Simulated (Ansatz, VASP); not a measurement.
**One calculation of CdTe, two programs**

```xyz
4
Lattice="4.1796 0.0000 0.0000 -2.0898 3.6196 0.0000 0.0000 0.0000 7.3205" Properties=species:S:1:pos:R:3 pbc="T T T"
Cd    0.0000    0.0000    0.0000
Cd    0.0000    2.4131    3.6602
Te    2.0898    1.2065    1.8301
Te    2.0898    1.2065    5.4904
```

Alike in both runs: functional PBEsol; k mesh 12 × 12 × 6; occupations gaussian, width 0.1 eV; no spin polarisation.

Ansatz relaxed the structure, and its values are those at the end. VASP's run is a single point on that final structure, the one shown.

|  | VASP | Ansatz |
| --- | --- | --- |
| version | VASP 6.6.1 | Ansatz 0.2.0 |
| potentials or method | VASP PAW PBE potentials, release 64 (Cd, Te), cutoff 520 eV | scalar-relativistic, plane waves, PAW |
| valence electrons in the cell | 36 | 72 |

|  | VASP | Ansatz | Ansatz less VASP |
| --- | --- | --- | --- |
| gap on the k mesh at the Fermi level (eV) | none | none | - |
| pressure (GPa) | 0.2 | 0.0 | -0.21 |

VASP's potentials were made for PBE, not for PBEsol. A gap of «none» marks a metal or a gap that the smearing closes. VASP's potentials hold 36 valence electrons a cell and Ansatz's 72, so a difference there can come from the potentials and not from the codes.

Neither program's run includes spin-orbit coupling.
